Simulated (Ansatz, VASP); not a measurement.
## PbS: VASP beside Ansatz

The input INCAR:

```
SYSTEM = PbS
PREC     = Accurate       ! precision mode
ENCUT    = 520            ! plane-wave cutoff, eV
EDIFF    = 1E-7           ! SCF threshold, eV
ISMEAR   = -1             ! smearing method
SIGMA    = 0.02           ! smearing width, eV
LREAL    = .False.        ! projectors in reciprocal space
LASPH    = .True.         ! aspherical terms in the spheres
NELM     = 80             ! most SCF steps
ALGO     = Normal         ! electronic algorithm
ISIF     = 2              ! what is computed and relaxed
LWAVE    = .False.        ! write WAVECAR
LCHARG   = .True.         ! write CHGCAR
GGA      = PE             ! functional
LELF     = .True.         ! ELF
LVHAR    = .True.       
NBANDS   = 28             ! bands
```

Contents of KPOINTS:

```
Automatic mesh
0
Gamma
  4 6 6
  0 0 0
```

File POSCAR:

```
PbS
1.0
    5.9555920687      0.0000000000      0.0000000000
    0.0000000000      2.9685438504      2.9685438740
    0.0000000000     -2.9685438504      2.9685438740
Pb S
2 2
Direct
    0.7498944786      0.2605185040      0.7605185040
    0.2501055214      0.7605185040      0.2605185040
    0.7496621066      0.7604814960      0.2604814960
    0.2503378934      0.2604814960      0.7604814960
```

Input for Ansatz:

```yaml
crystal:
  lattice:
    - [5.9555920687, 0.0, 0.0]
    - [0.0, 2.9685438504, 2.968543874]
    - [0.0, -2.9685438504, 2.968543874]
  atoms:
    - { symbol: Pb, position: [0.7498944786, 0.260518504, 0.760518504] }
    - { symbol: Pb, position: [0.2501055214, 0.760518504, 0.260518504] }
    - { symbol: S, position: [0.7496621066, 0.760481496, 0.260481496] }
    - { symbol: S, position: [0.2503378934, 0.260481496, 0.760481496] }
kpoints:
  mp_grid: { grid: [4, 6, 6] }
  band_path:
    path:
      - [0.0, 0.0, 0.0]
      - [0.0, 0.0, 0.5]
      - [0.0, 0.5, 0.500000004]
      - [0.5, 0.0, 0.0]
      - [0.5, 0.0, 0.5]
      - [0.5, 0.5, 0.500000004]
    npoints: 1
hamiltonian:
  xc: pbe
scf:
  occupations: { method: fermi_dirac, width: 0.02 }
  n_extra_bands: 5
output:
  forces: true
  stress: true
  eigenvalues: true
  write_density: true
  write_potential: true
  elf: true
  volumetric_format: npy
```

Alike in both runs: task single point; functional PBE; k mesh 4 × 6 × 6; occupations fermi-dirac, width 0.02 eV; no spin polarisation.

|  | VASP | Ansatz |
| --- | --- | --- |
| version | VASP 6.6.1 | Ansatz 0.2.0 |
| potentials or method | VASP PAW PBE potentials, release 64 (Pb_d, S) | plane waves, PAW |
| plane-wave cutoff (eV) | 520 | 420 |
| valence electrons in the cell | 40 | 40 |

|  | VASP | Ansatz | Ansatz less VASP |
| --- | --- | --- | --- |
| pressure (GPa) | 1.8 | 1.9 | +0.07 |

Spin-orbit coupling is off throughout.
